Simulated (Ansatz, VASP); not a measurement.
One calculation of TiSi2, two programs

```
Ti Si
1.0
    -1.47287    1.71213    4.21208
     1.47287   -1.71213    4.21208
     1.47287    1.71213   -4.21208
Ti Si
1 2
Direct
  0.00000 0.00000 0.00000
  0.67008 0.67008 0.00000
  0.32992 0.32992 0.00000
```

Alike in both runs: task relaxation of cell and atoms; functional PBE; k mesh 12 × 12 × 12; occupations fermi-dirac, width 0.05 eV; no spin polarisation; Hubbard terms Ti d U = 4.0 eV.

|  | VASP | Ansatz |
| --- | --- | --- |
| version | VASP 6.6.1 | Ansatz 0.2.0 |
| potentials or method | VASP PAW PBE potentials, release 64 (Ti_sv, Si) | Ansatz PAW |
| plane-wave cutoff (eV) | 600 | 420 |
| valence electrons in the cell | 20 | 20 |

|  | VASP | Ansatz | Ansatz less VASP |
| --- | --- | --- | --- |
| gap on the k mesh at the Fermi level, each at its own relaxed structure (eV) | none | none | - |
| relaxed volume (Å³/atom) | 14.65 | 14.54 | -0.110 |
| relaxed length of the cell vector where the two differ most in proportion (Å) | 4.826 | 4.831 | +0.0058 |

The programs project onto different local orbitals, so the same U acts differently, and such runs can settle in different states. A gap of «none» marks a metal or a gap that the smearing closes.

Noted on Ansatz's run: the plane-wave basis is chosen anew once the cell has moved, so the energies of steps on either side of that aren't comparable.
